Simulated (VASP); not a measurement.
Crystal: W.

```
W
1.0
    -1.58516    1.58516    1.58516
     1.58516   -1.58516    1.58516
     1.58516    1.58516   -1.58516
W
1
Direct
  0.00000 0.00000 0.00000
```

| Quantity | Value |
| --- | --- |
| Program | VASP 6.6.1 |
| Task | relaxation of cell and atoms |
| Functional | PBE |
| Potentials or basis | VASP PAW PBE potentials, release 64 (W_sv) |
| Cutoff | 500 eV |
| k mesh | 17 × 17 × 17 |
| Occupations | fermi-dirac, width 0.5 eV |
| Spin | no spin polarisation |

At the start: pressure 7.0 GPa; volume 15.93 Å³/atom.

Q: How do energy, volume and symmetry change on relaxing?

A: Over 4 steps the energy falls by 8.0 meV/atom and the volume is 16.31 Å³/atom (+2.4 %); space group Im-3m (No. 229, to 0.05 Å).

Step by step:
| step | energy change (eV) | largest force (eV/Å) | pressure (GPa) | volume (Å³) |
| --- | --- | --- | --- | --- |
| 1 | 0.0000 | 0.0000 | 6.98 | 15.93 |
| 2 | 0.0701 | 0.0000 | -18.20 | 17.59 |
| 3 | -0.0080 | 0.0000 | -0.19 | 16.32 |
| 4 | -0.0080 | 0.0000 | -0.02 | 16.31 |

Final structure:
```
W
1.0
    -1.59754    1.59754    1.59754
     1.59754   -1.59754    1.59754
     1.59754    1.59754   -1.59754
W
1
Direct
  0.00000 0.00000 0.00000
```
